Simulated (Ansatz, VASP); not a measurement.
# CoSi: VASP beside Ansatz

```
Co Si
1.0
     4.35040    0.00000    0.00000
     0.00000    4.35040    0.00000
     0.00000    0.00000    4.35040
Co Si
4 4
Direct
  0.14568 0.14568 0.14568
  0.64568 0.35432 0.85432
  0.85432 0.64568 0.35432
  0.35432 0.85432 0.64568
  0.84307 0.84307 0.84307
  0.34307 0.65693 0.15693
  0.15693 0.34307 0.65693
  0.65693 0.15693 0.34307
```

Alike in both runs: functional LDA; k mesh 8 × 8 × 8; occupations fermi-dirac, width 0.05 eV; no spin polarisation.

Ansatz relaxed the structure, and its values are those at the end. VASP's run is a single point on that final structure, the one shown.

```csv
,VASP,Ansatz
version,VASP 6.6.1,Ansatz 0.2.0
potentials or method,"VASP PAW LDA potentials, release 64 (Co, Si)","scalar-relativistic, plane waves, PAW"
plane-wave cutoff (eV),520,420
valence electrons in the cell,52,84
```

VASP gave:

- pressure (GPa): 0.4
- rms of the force components (eV/Å): 0.004

Q: Estimate Ansatz's values.

A: Pressure (GPa): 0.0; rms of the force components (eV/Å): 0.000.

LDA's correlation is that of Perdew and Zunger in VASP and of Perdew and Wang (1992) in Ansatz. VASP's potentials hold 52 valence electrons a cell and Ansatz's 84, so a difference there can come from the potentials and not from the codes.
